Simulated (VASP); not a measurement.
A run of VASP 6.6.1 is set up as follows.

File INCAR:

```
SYSTEM = SrTiC
  PREC = Accurate
  ENCUT = 520
  EDIFF = 1E-6
  ISMEAR = 0
  SIGMA = 0.1
  LREAL = .FALSE.
  LASPH = .TRUE.
  NELM = 60
  ALGO = Normal
  ISIF = 2
  LWAVE = .FALSE.
  LCHARG = .FALSE.
  GGA = PE
  NBANDS = 20
```

The input KPOINTS:

```
regular mesh
0
G
  6 6 4
  0 0 0
```

Contents of POSCAR:

```
SrTiC
1.0
    3.1017983341      0.0000000000      0.0000000000
    0.0000000000      3.1017983341      0.0000000000
    0.0000000000      0.0000000000      5.6043917960
Sr Ti C
1 1 1
Direct
    0.5000000000      0.5000000000      0.0000000000
    0.0000000000      0.0000000000      0.5000000000
    0.5000000000      0.5000000000      0.5000000000
```

Potentials or basis: VASP PAW PBE potentials, release 64 (Sr_sv, Ti_sv, C).

Command:

```bash
$ cat potpaw_PBE.64/Sr_sv/POTCAR potpaw_PBE.64/Ti_sv/POTCAR potpaw_PBE.64/C/POTCAR > POTCAR
$ mpirun -np 1 vasp_std > vasp.out
```

**Question.** Estimate the band gap on the k mesh.

**Answer.** Zero (bands 13 and 14 overlap by 1.63 eV).

**Question.** Predict the pressure.

**Answer.** 0.3 GPa.

Stress tensor (GPa, compression positive):
```
0.35 0.00 0.00
0.00 0.35 0.00
0.00 0.00 0.21
```
